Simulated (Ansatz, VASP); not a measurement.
## TiAl in VASP and in Ansatz

Contents of INCAR:

```
PREC     = Accurate       # precision mode
ENCUT    = 520            # plane-wave cutoff, eV
EDIFF    = 1E-6           # SCF threshold, eV
ISMEAR   = 0              # smearing method
SIGMA    = 0.15           # smearing width, eV
LREAL    = False          # projectors in reciprocal space
LASPH    = True           # aspherical terms in the spheres
NELM     = 100            # most SCF steps
ALGO     = Fast           # electronic algorithm
ISIF     = 2              # what is computed and relaxed
LWAVE    = False          # write WAVECAR
LCHARG   = True           # write CHGCAR
GGA      = PS             # functional
LELF     = True           # ELF
LVHAR    = True         
NBANDS   = 14             # bands
```

The input KPOINTS:

```
regular mesh
0
Gamma
  18 18 10
```

POSCAR

```
TiAl
1.0
    2.8672622327      0.0000000000      0.0000000000
   -1.4336311163      2.4831219328      0.0000000000
    0.0000000000      0.0000000000      4.7482542450
Ti Al
1 1
Direct
    0.0000000000      0.0000000000      0.0000000000
    0.3333333333      0.6666666667      0.5000000000
```

Input for Ansatz:

```yaml
crystal:
  lattice:
    - [2.8672622327, 0.0, 0.0]
    - [-1.4336311163, 2.4831219328, 0.0]
    - [0.0, 0.0, 4.748254245]
  atoms:
    - { symbol: Ti, position: [0.0, 0.0, 0.0] }
    - { symbol: Al, position: [0.3333333333, 0.6666666667, 0.5] }
basis:
  ecutwfc: 420
kpoints:
  mp_grid: { grid: [18, 18, 10] }
hamiltonian:
  xc: pbesol
scf:
  occupations: { method: gaussian, width: 0.15 }
output:
  forces: true
  stress: true
  eigenvalues: true
```

Change from the starting cell: strain +0.000 along x and y, +0.015 along z, atoms carried along.

Alike in both runs: task single point; functional PBEsol; k mesh 18 × 18 × 10; occupations gaussian, width 0.15 eV; no spin polarisation.

```csv
,VASP,Ansatz
version,VASP 6.6.1,Ansatz 0.2.0
potentials or method,"VASP PAW PBE potentials, release 64 (Ti_sv, Al), cutoff 520 eV","scalar-relativistic, plane waves, PAW"
valence electrons in the cell,15,15
```

```tsv
	VASP	Ansatz	Ansatz less VASP
gap on the k mesh at the Fermi level (eV)	none	none	-
pressure (GPa)	-4.4	-4.4	-0.01
traceless stress, the component that is largest in VASP (GPa)	-2.38	-2.44	-0.062
```

VASP's potentials were made for PBE, not for PBEsol. A gap of «none» marks a metal or a gap that the smearing closes. The functional is the same, so the differences come from potentials, cutoffs and numerics.
